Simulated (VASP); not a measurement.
# BaS in VASP: further runs, part 2 of 2

VASP 6.6.1. Earlier steps stand in the parts before.

## (3) Single point, PBE (35.12 Å³/atom)

This run uses another cell than the first one, of 35.12 Å³/atom.

File INCAR:

```
ALGO     = Normal         # electronic algorithm
EDIFF    = 1E-7           # SCF threshold, eV
ENCUT    = 520            # plane-wave cutoff, eV
GGA      = PE             # functional
ISIF     = 2              # what is computed and relaxed
ISMEAR   = 0              # smearing method
LASPH    = T              # aspherical terms in the spheres
LCHARG   = T              # write CHGCAR
LELF     = T              # ELF
LREAL    = F              # projectors in reciprocal space
LVHAR    = T            
LWAVE    = F              # write WAVECAR
NBANDS   = 15             # bands
NELM     = 60             # most SCF steps
PREC     = Accurate       # precision mode
SIGMA    = 0.05           # smearing width, eV
```

File KPOINTS:

```
k-points
0
Gamma
  10 10 8
```

File POSCAR:

```
BaS
1.0
    4.4773561535      0.0000000000      0.0000000000
   -2.2386780768      3.8775041707      0.0000000000
    0.0000000000      0.0000000000      4.0461302775
Ba S
1 1
Direct
    0.0000000000      0.0000000000      0.0000000000
    0.6666666667      0.3333333333      0.5000000000
```

Potentials or basis: VASP PAW PBE potentials, release 64 (Ba_sv, S).

On the command line:

```console
$ cat potpaw_PBE.64/Ba_sv/POTCAR potpaw_PBE.64/S/POTCAR > POTCAR
$ mpirun -np 1 vasp_std > vasp.out
```

OUTCAR:

```text
EDIFF = 1E-7
   ENCUT = 520
   GGA = PE
   ISIF = 2
   ISMEAR = 0
   LASPH = T
   LREAL = F
   NELM = 60
   PREC = Accurate

 ion  position               nearest neighbor table
   1  0.000  0.000  0.000-   2 3.28   2 3.28   2 3.28   2 3.28   2 3.28   2 3.28
   2  0.667  0.333  0.500-   1 3.28   1 3.28   1 3.28   1 3.28   1 3.28   1 3.28

  LATTYP: Found a hexagonal cell.
 ALAT       =     4.4773561535
 C/A-ratio  =     0.9036873858

  Lattice vectors:

 A1 = (   4.4773561535,   0.0000000000,   0.0000000000)
 A2 = (  -2.2386780768,   3.8775041707,   0.0000000000)
 A3 = (   0.0000000000,   0.0000000000,   4.0461302775)

Analysis of symmetry for initial positions (statically):
=====================================================================
 Subroutine PRICEL returns:
 Original cell was already a primitive cell.

 Routine SETGRP: Setting up the symmetry group for a
 hexagonal supercell.

 Subroutine GETGRP returns: Found 12 space group operations
 (whereof 12 operations were pure point group operations)
 out of a pool of 24 trial point group operations.

The static configuration has the point symmetry D_3h.

Analysis of symmetry for dynamics (positions and initial velocities):
=====================================================================
 Subroutine PRICEL returns:
 Original cell was already a primitive cell.

 Routine SETGRP: Setting up the symmetry group for a
 hexagonal supercell.

 Subroutine GETGRP returns: Found 12 space group operations
 (whereof 12 operations were pure point group operations)
 out of a pool of 24 trial point group operations.

The dynamic configuration has the point symmetry D_3h.

 Subroutine INISYM returns: Found 12 space group operations
 (whereof 12 operations are pure point group operations),
 and found     1 'primitive' translations

----------------------------------------------------------------------------------------

                                     Primitive cell

  volume of cell :      70.2447

  direct lattice vectors                    reciprocal lattice vectors
     4.477356153  0.000000000  0.000000000     0.223346092  0.128948926  0.000000000
    -2.238678077  3.877504171  0.000000000     0.000000000  0.257897853  0.000000000
     0.000000000  0.000000000  4.046130277     0.000000000  0.000000000  0.247149729

  length of vectors
     4.477356153  4.477356154  4.046130277     0.257897853  0.257897853  0.247149729

  position of ions in fractional coordinates (direct lattice)
     0.000000000  0.000000000  0.000000000
     0.666666667  0.333333333  0.500000000

  ion indices of the primitive-cell ions
   primitive index   ion index
                 1           1
                 2           2

----------------------------------------------------------------------------------------

 KPOINTS: k-points

Automatic generation of k-mesh.
 Grid dimensions read from file:
 generate k-points for:   10   10    8

 Generating k-lattice:

  Cartesian coordinates                     Fractional coordinates (reciprocal lattice)
[... 39 lines left out ...]
  0.300000  0.100000  0.125000     24.000000
  0.400000  0.100000  0.125000     24.000000
 [... further k-points ...]
   k-points           NKPTS =     70   k-points in BZ     NKDIM =     70   number of bands    NBANDS=     15
   number of dos      NEDOS =    301   number of ions     NIONS =      2
   total plane-waves  NPLWV =  38880
   dimension x,y,z NGX =    36 NGY =   36 NGZ =   30
   dimension x,y,z NGXF=    72 NGYF=   72 NGZF=   60
   ions per type =               1   1
   NGX,Y,Z   is equivalent  to a cutoff of  13.37, 13.37, 12.33 a.u.
   NGXF,Y,Z  is equivalent  to a cutoff of  26.73, 26.73, 24.65 a.u.
 SYSTEM =  unknown system
   PREC   = accura    normal or accurate (medium, high low for compatibility)
   ISTART =      0    job   : 0-new  1-cont  2-samecut
   ICHARG =      2    charge: 1-file 2-atom 10-const
   ISPIN  =      1    spin polarized calculation?
   LNONCOLLINEAR =      F non collinear calculations
   LSORBIT =      F    spin-orbit coupling
   LASPH  =      T    aspherical Exc in radial PAW
   ENCUT  =  520.0 eV  38.22 Ry    6.18 a.u.   8.32  8.32  7.52*2*pi/ulx,y,z
   NELM   =     60;   NELMIN=  2; NELMDL= -5     # of ELM steps
   EDIFF  = 0.1E-06   stopping-criterion for ELM
   LREAL  =      F    real-space projection
   EDIFFG = 0.1E-05   stopping-criterion for IOM
   NSW    =      0    number of steps for IOM
   IBRION =     -1    ionic relax: 0-MD 1-quasi-New 2-CG
   NFREE  =      0    steps in history (QN), initial steepest desc. (CG)
   ISIF   =      2    stress and relaxation
   ISYM   =      2    0-nonsym 1-usesym 2-fastsym
   POTIM  = 0.5000    time-step for ionic-motion
   TEBEG  =    0.0;   TEEND  =   0.0 temperature during run
   PSTRESS=    0.0 pullay stress
   NELECT =      16.0000    total number of electrons
   NUPDOWN=      -1.0000    fix difference up-down
   EMIN   =  10.00;   EMAX   =-10.00  energy-range for DOS
   EFERMI =   0.00;   METHOD = LEGACY
   ISMEAR =     0;   SIGMA  =   0.05  broadening in eV -4-tet -1-fermi 0-gaus
   EFERMI_NEDOS =   21; number of points for ismear=-14 and -15
   IALGO  =     38    algorithm
   IMIX   =      4    mixing-type and parameters
     AMIX     =   0.40;   BMIX     =  1.00
     AMIX_MAG =   1.60;   BMIX_MAG =  1.00
  volume/ion in A,a.u.               =      35.12       237.02
  Fermi-wavevector in a.u.,A,eV,Ry     =   0.999793  1.889335 13.600203  0.999587
  Thomas-Fermi vector in A             =   2.132107
   LORBIT       =      0    0 simple, 1 ext, 2 COOP (PROOUT), +10 PAW based schemes
   GGA     = PE    functional components
   LHFCALC =     F    Hartree Fock is set to
   AEXX    =    0.0000 exact exchange contribution
   IVDW    =     0    specifies the selected vdW correction
   LEPSILON=     F    determine dielectric tensor
   LRPA    =     F    only Hartree local field effects (RPA)
 non-spin polarized calculation
 Gauss-broadening in eV      SIGMA  =   0.05
  energy-cutoff  :      520.00
  volume of cell :       70.24
 maximum number of plane-waves:      1909
 NGX is ok and might be reduce to    36
   NGX = 17   NGY = 17   NGZ = 15

 number of electron      15.9999999 magnetization

 Free energy of the ion-electron system (eV)
  ---------------------------------------------------
  ext. energy  EPLUGINS =         0.00000000
  ---------------------------------------------------
  free energy    TOTEN  =        -9.89532522 eV

  energy without entropy =       -9.89532522  energy(sigma->0) =       -9.89532522

 E-fermi :   1.7389     XC(G=0):  -8.2889

 val. band max:        1.4950357111   @ k =   0.0000   0.0000   0.0000
 cond. band min:       3.5340803482   @ k =   0.0000   0.0000   0.0000
 fundamental gap:      2.0390446370
 Fermi energy:         1.7388639085

 k-point     1 :       0.0000    0.0000    0.0000
  band No.  band energies     occupation
      1     -25.3953      2.00000
      2     -10.4622      2.00000
      3     -10.4622      2.00000
      4     -10.3140      2.00000
      5      -9.0849      2.00000
      6       0.7511      2.00000
      7       0.7511      2.00000
      8       1.4950      2.00000
      9       3.5341      0.00000
     10       4.2946      0.00000
     11       6.8219      0.00000
     12       6.8219      0.00000
     13       7.6824      0.00000
     14       7.6824      0.00000
[... 401 lines left out ...]
      2     -11.1155      2.00000
      3     -10.5792      2.00000
      4     -10.3540      2.00000
      5      -8.4092      2.00000
      6      -0.2456      2.00000
      7       0.7956      2.00000
      8       0.8772      2.00000
      9       4.1745      0.00000
     10       6.2686      0.00000
     11       6.7389      0.00000
     12       7.1674      0.00000
     13       7.8621      0.00000
     14       8.9336      0.00000
     15      10.1045      0.00000

 [... further k-points ...]

------------------------ aborting loop because EDIFF is reached ----------------------------------------

  FORCE on cell =-STRESS in cart. coord.  units (eV):
  Direction    XX          YY          ZZ          XY          YZ          ZX
  --------------------------------------------------------------------------------------
  -------------------------------------------------------------------------------------
  Total       -0.8164922     -0.8164922     -0.7209579      0.0000000      0.0000000      0.0000000
  in kB      -18.6229665    -18.6229665    -16.4439702      0.0000000      0.0000000      0.0000000
  external PRESSURE =     -17.8966344 kB  Pullay stress =       0.0000000 kB

 VOLUME and BASIS-vectors are now :
 -----------------------------------------------------------------------------
  energy-cutoff  :      520.00
  volume of cell :       70.24
      direct lattice vectors                 reciprocal lattice vectors
     4.477356153  0.000000000  0.000000000     0.223346092  0.128948926  0.000000000
    -2.238678077  3.877504171  0.000000000     0.000000000  0.257897853  0.000000000
     0.000000000  0.000000000  4.046130277     0.000000000  0.000000000  0.247149729

 POSITION                                       TOTAL-FORCE (eV/Angst)
 -----------------------------------------------------------------------------------
      0.00000      0.00000      0.00000        -0.000000     -0.000000      0.000000
      2.23868      1.29250      2.02307         0.000000      0.000000      0.000000
 -----------------------------------------------------------------------------------
    total drift:                               -0.000000      0.000000     -0.000000

  FREE ENERGIE OF THE ION-ELECTRON SYSTEM (eV)
  ---------------------------------------------------
  free  energy   TOTEN  =        -9.8953252213 eV

  energy  without entropy=       -9.8953252213  energy(sigma->0) =       -9.89532522
```

Wall time 1.8 min (1 thread of AMD EPYC 7R43 (Zen 3), shared host); peak memory 0.19 GiB.

What came out:

```
Free energy            : -9.8953 eV
Pressure               : -1.8 GPa
Band gap on the k mesh : 2.04 eV
```

Levels at points of the mesh, in eV from the valence-band top:
| k point | band 5 | band 6 | band 7 | band 8 | band 9 | band 10 | band 11 | band 12 |
| --- | --- | --- | --- | --- | --- | --- | --- | --- |
| (0.00, 0.00, 0.00) | -10.58 | -0.74 | -0.74 | 0.00 | 2.04 | 2.80 | 5.33 | 5.33 |
| (0.50, 0.00, 0.00) | -9.87 | -1.87 | -0.54 | -0.44 | 2.23 | 5.01 | 5.58 | 6.03 |
| (0.00, 0.00, 0.50) | -9.63 | -2.24 | -0.60 | -0.60 | 3.82 | 3.82 | 4.65 | 4.65 |
| (0.50, 0.00, 0.50) | -10.24 | -1.55 | -1.17 | -1.14 | 3.48 | 4.66 | 6.48 | 6.77 |

Caveat: spin-orbit coupling is left out, which moves the levels of the heavy elements.

## (4) Single point, PBE (36.11 Å³/atom)

This run uses another cell than the first one, of 36.11 Å³/atom.

File INCAR:

```
SYSTEM = BaS
PREC = Accurate ; ENCUT = 520
EDIFF = 1E-6 ; ISMEAR = 0
SIGMA = 0.05 ; LREAL = .False.
LASPH = .True. ; NELM = 80
ALGO = Normal ; ISIF = 2
LWAVE = .False. ; LCHARG = .False.
GGA = PE ; NBANDS = 15
```

File KPOINTS:

```
Automatic mesh
0
Gamma
  10 10 8
  0 0 0
```

File POSCAR:

```
BaS
1.0
    4.5188155138      0.0000000000      0.0000000000
   -2.2594077569      3.9134090300      0.0000000000
    0.0000000000      0.0000000000      4.0835965785
Ba S
1 1
Direct
    0.0000000000      0.0000000000      0.0000000000
    0.6666666667      0.3333333333      0.5000000000
```

On the command line:

```console
$ cat potpaw_PBE.64/Ba_sv/POTCAR potpaw_PBE.64/S/POTCAR > POTCAR
$ mpirun -np 1 vasp_std > vasp.out
```

Wall time 1.7 min (1 thread of AMD EPYC 7R43 (Zen 3), shared host); peak memory 0.2 GiB.

The run converged. Its results:

| Quantity | Value |
| --- | --- |
| Free energy | -9.8685 eV |
| Pressure | -2.6 GPa |
| Band gap on the k mesh | 2.06 eV |

Levels at points of the mesh, in eV from the valence-band top:
| k point | band 6 | band 7 | band 8 | band 9 | band 10 | band 11 |
| --- | --- | --- | --- | --- | --- | --- |
| (0.00, 0.00, 0.00) | -0.70 | -0.70 | 0.00 | 2.06 | 2.72 | 5.24 |
| (0.50, 0.00, 0.00) | -1.81 | -0.51 | -0.43 | 2.26 | 4.91 | 5.52 |
| (0.00, 0.00, 0.50) | -2.17 | -0.56 | -0.56 | 3.80 | 3.80 | 4.62 |
| (0.50, 0.00, 0.50) | -1.50 | -1.13 | -1.08 | 3.44 | 4.58 | 6.36 |

Caveat: spin-orbit coupling is left out, which moves the levels of the heavy elements.

## (5) Single point, PBE (atom 2 (S) moved 0.08 Å along z)

File INCAR:

```
  PREC = Accurate
  ENCUT = 520
  EDIFF = 1E-7
  ISMEAR = 0
  SIGMA = 0.05
  LREAL = F
  LASPH = T
  NELM = 80
  ALGO = Normal
  ISIF = 2
  LWAVE = F
  LCHARG = T
  GGA = PE
  LELF = T
  LVHAR = T
  NBANDS = 15
```

File KPOINTS:

```
regular mesh
0
Gamma
  10 10 8
```

File POSCAR:

```
BaS
1.0
    4.3652937922      0.0000000000      0.0000000000
   -2.1826468961      3.7804553190      0.0000000000
    0.0000000000      0.0000000000      3.9780699241
Ba S
1 1
Direct
    0.0000000000      0.0000000000      0.0000000000
    0.6666666667      0.3333333333      0.5201102549
```

On the command line:

```console
$ cat potpaw_PBE.64/Ba_sv/POTCAR potpaw_PBE.64/S/POTCAR > POTCAR
$ mpirun -np 1 vasp_std > vasp.out
```

It took 2 min on 1 thread of AMD EPYC 7R43 (Zen 3), shared host; peak memory 0.2 GiB.

The run converged. Its results:

* Free energy: -9.9075 eV
* Pressure: 0.7 GPa
* Largest force: 0.164 eV/Å
* Band gap on the k mesh: 2.04 eV

Forces on the atoms (eV/Å):
```
Ba   0.000  0.000  0.164
S    0.000  0.000 -0.164
```

Stress tensor (GPa, compression positive):
```
0.66 0.00 0.00
0.00 0.66 0.00
0.00 0.00 0.79
```

Levels at points of the mesh, in eV from the valence-band top:
```csv
k point,band 4,band 5,band 6,band 7,band 8,band 9,band 10,band 11,band 12,band 13
"(0.00, 0.00, 0.00)",-11.60,-10.67,-0.78,-0.78,0.00,2.04,3.08,5.56,5.56,6.47
"(0.50, 0.00, 0.00)",-11.50,-9.76,-1.96,-0.62,-0.41,2.21,5.33,5.78,6.19,6.66
"(0.00, 0.00, 0.50)",-11.64,-9.46,-2.37,-0.64,-0.64,3.89,3.89,4.81,4.81,5.06
"(0.50, 0.00, 0.50)",-11.75,-10.28,-1.62,-1.23,-1.20,3.63,4.93,6.81,7.22,7.84
```

Caveat: the cell differs from its parent crystal (atom 2 (S) moved 0.08 Å along z); spin-orbit coupling is left out, which moves the levels of the heavy elements.

## (6) Summary

| cell | gap on the mesh (eV) | pressure (GPa) |
| --- | --- | --- |
| a = 4.427, b = 4.427, c = 4.022 Å, angles 90.0, 90.0, 120.0°, 2 atoms, atomic positions A | 2.02 | -0.9 |
| a = 4.477, b = 4.477, c = 4.046 Å, angles 90.0, 90.0, 120.0°, 2 atoms, atomic positions A | 2.04 | -1.8 |
| a = 4.519, b = 4.519, c = 4.084 Å, angles 90.0, 90.0, 120.0°, 2 atoms, atomic positions A | 2.06 | -2.6 |
| a = 4.365, b = 4.365, c = 3.978 Å, angles 90.0, 90.0, 120.0°, 2 atoms, atomic positions B | 2.04 | 0.7 |

Alike in all rows: task single point; level PBE; potentials or basis VASP PAW PBE potentials, release 64 (Ba_sv, S); no spin polarisation; k mesh 10 × 10 × 8; cutoff (eV) 520; smearing gaussian 0.05 eV.

Caveats: spin-orbit coupling is left out, which moves the levels of the heavy elements.

Total energies depend on the potentials used, so only differences within one code and one set of settings carry meaning.
